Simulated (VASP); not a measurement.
Here is a VASP 6.6.1 calculation.

The input INCAR:

```
PREC = Accurate
ENCUT = 520
EDIFF = 1E-8
ISMEAR = -1
SIGMA = 0.03
LREAL = F
LASPH = T
NELM = 80
ALGO = Normal
ISIF = 2
LWAVE = F
LCHARG = F
GGA = PS
LEFG = T
NBANDS = 11
```

KPOINTS

```
regular mesh
0
Gamma
  9 9 9
```

The input POSCAR:

```
NaH
1.0
   -0.0488000000      2.4156000000      2.4156000000
    2.4156000000     -0.0488000000      2.4156000000
    2.4156000000      2.4156000000     -0.0488000000
Na H
1 1
Direct
    0.0000000000      0.0000000000      0.0000000000
    0.5000000000      0.5000000000      0.5000000000
```

Potentials or basis: VASP PAW PBE potentials, release 64 (Na_pv, H).

Launch:

```bash
$ cat potpaw_PBE.64/Na_pv/POTCAR potpaw_PBE.64/H/POTCAR > POTCAR
$ mpirun -np 1 vasp_std > vasp.out
```

Problem. Estimate the band gap on the k mesh.

Solution. 3.75 eV, indirect (least direct gap 4.52 eV).

Problem. Estimate the pressure.

Solution. -1.2 GPa.

Electric field gradients, principal values (V/Å²):
```tsv
atom	least	middle	greatest (by size)
1 Na	-0.549	-0.549	1.098
2 H	0.049	0.049	-0.097
```

Caveat: the cell differs from its parent crystal (equal xy, yz and zx shear strains of -2 %); without QUAD_EFG the Cq values of the log hold for a quadrupole moment of 1 mb, not for the nuclei; the PAW data sets were made with another functional, which shifts forces and pressure a little. A k mesh can miss the band edges.
